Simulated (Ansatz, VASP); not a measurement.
Given: the input of a run of VASP 6.6.1 on MnO.

The input POSCAR:

```
MnO
1.0
    0.0000000000      2.1785090927      2.1785090927
    2.1785090927      0.0000000000      2.1785090927
    2.1785090927      2.1785090927      0.0000000000
Mn O
1 1
Direct
    0.0000000000      0.0000000000      0.0000000000
    0.5000000000      0.5000000000      0.5000000000
```

Contents of INCAR.step1:

```
PREC = Accurate
ENCUT = 520
EDIFF = 1E-5
ISMEAR = -1
SIGMA = 0.05
LREAL = False
LASPH = True
NELM = 150
ALGO = Normal
ISIF = 2
LWAVE = True
LCHARG = False
ISPIN = 2
MAGMOM = 4 0
LORBIT = 11
LMAXMIX = 4
NBANDS = 20
GGA = PE
```

File INCAR.step2:

```
PREC = Accurate
ENCUT = 520
EDIFF = 1E-6
ISMEAR = -1
SIGMA = 0.05
LREAL = False
LASPH = True
NELM = 150
ALGO = Normal
ISIF = 2
LWAVE = False
LCHARG = False
ISPIN = 2
MAGMOM = 4 0
LORBIT = 11
LMAXMIX = 4
GGA = PE
LHFCALC = True
HFSCREEN = 0.2079
PRECFOCK = Normal
NBANDS = 20
ISTART = 1
```

File KPOINTS:

```
regular mesh
0
Gamma
  5 5 5
```

Potentials or basis: VASP PAW PBE potentials, release 64 (Mn_pv, O).

Command:

```bash
$ cat potpaw_PBE.64/Mn_pv/POTCAR potpaw_PBE.64/O/POTCAR > POTCAR
$ cp INCAR.step1 INCAR
$ mpirun -np 1 vasp_std > vasp.out
$ cp INCAR.step2 INCAR
$ mpirun -np 1 vasp_std > vasp.out
```

Task: Translate it to Ansatz 0.2.0. Potentials there: Ansatz PAW.

Result: As run (the cutoff follows the program's own potentials):

Contents of input.yaml:

```yaml
crystal:
  lattice:
    - [0.0, 2.1785090927, 2.1785090927]
    - [2.1785090927, 0.0, 2.1785090927]
    - [2.1785090927, 2.1785090927, 0.0]
  atoms:
    - { symbol: Mn, position: [0.0, 0.0, 0.0], spin: 4.0 }
    - { symbol: O, position: [0.5, 0.5, 0.5] }
hamiltonian:
  xc: hse06
  pseudopotentials: { kind: paw }
magnetization:
  spin_polarized: true
kpoints:
  mp_grid: { grid: [5, 5, 5] }
scf:
  occupations: { method: fermi_dirac, width: 0.05 }
output:
  forces: true
  stress: true
  eigenvalues: true
```

Potentials or basis: Ansatz PAW.

Command:

```sh
$ ansatz run input.yaml --threads 2 --pin off --max-ram 5632MiB --backend cpu --events-out ev --progress --plain --runs-dir out
```

Both were run:

|  | VASP | Ansatz | Ansatz less VASP |
| --- | --- | --- | --- |
| gap on the k mesh at the Fermi level (eV) | 1.59 | 1.59 | 0.000 |
| least direct gap on the mesh (eV) | 4.21 | 4.20 | -0.005 |
| pressure (GPa) | 13.5 | 12.6 | -0.87 |
| net moment per atom (μB) | 2.50 | 2.50 | +0.002 |
| size of the moment on the site where the two differ most (μB) | 4.57 | 4.26 | -0.315 |

Site moments also hang on the region over which each program counts them. With one functional, cell and mesh, what is left measures potentials, basis and numerics. VASP's potentials hold 19 valence electrons a cell and Ansatz's 21, so a difference there can come from the potentials and not from the codes.

The k mesh is coarse, so the values compare programs but aren't converged. Noted on Ansatz's run: the magnetic or orbital state may not be the lowest; odd divisions of the mesh miss points on the zone boundary, where band edges often lie, so the gap on the mesh can be too wide.
